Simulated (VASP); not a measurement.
Here is a VASP 6.6.1 calculation.

INCAR

```
SYSTEM = NbTe
  ALGO = Normal
  EDIFF = 1E-7
  EDIFFG = -0.01
  ENCUT = 600
  GGA = PE
  IBRION = 2
  ISIF = 3
  ISMEAR = -1
  IVDW = 12
  LASPH = .TRUE.
  LCHARG = .FALSE.
  LREAL = .FALSE.
  LWAVE = .FALSE.
  NELM = 80
  NSW = 60
  PREC = Accurate
  SIGMA = 0.05
```

File KPOINTS:

```
k-points
0
G
  8 8 7
  0 0 0
```

The input POSCAR:

```
NbTe
1.0
    3.7029743866      0.0000000000      0.0000000000
   -1.8514871933      3.2068698884      0.0000000000
    0.0000000000      0.0000000000      3.6942110000
Te Nb
1 1
Direct
    0.6666666667      0.3333333333      0.0000000000
    0.0000000000      0.0000000000      0.5000000000
```

Potentials or basis: VASP PAW PBE potentials, release 64 (Te, Nb_sv).

Run with:

```bash
$ cat potpaw_PBE.64/Te/POTCAR potpaw_PBE.64/Nb_sv/POTCAR > POTCAR
$ mpirun -np 1 vasp_std > vasp.out
```

**Question.** Estimate the space group after relaxing (to 0.05 Å).

**Answer.** P-6m2 (No. 187).

**Question.** What does it give for the relaxed volume?

**Answer.** 20.85 Å³/atom.

The path:
| step | energy change (eV) | largest force (eV/Å) | pressure (GPa) | volume (Å³) |
| --- | --- | --- | --- | --- |
| 1 | 0.0000 | 0.0000 | -5.61 | 43.87 |
| 2 | 0.0441 | 0.0000 | 10.41 | 39.17 |
| 3 | -0.0369 | 0.0000 | -0.05 | 41.89 |
| 4 | -0.0369 | 0.0000 | 0.08 | 41.85 |
| 5 | -0.0399 | 0.0000 | 0.06 | 41.76 |
| 6 | -0.0404 | 0.0000 | 0.06 | 41.71 |

Caveat: pairwise dispersion overbinds metals, which lowers pressure and volume.
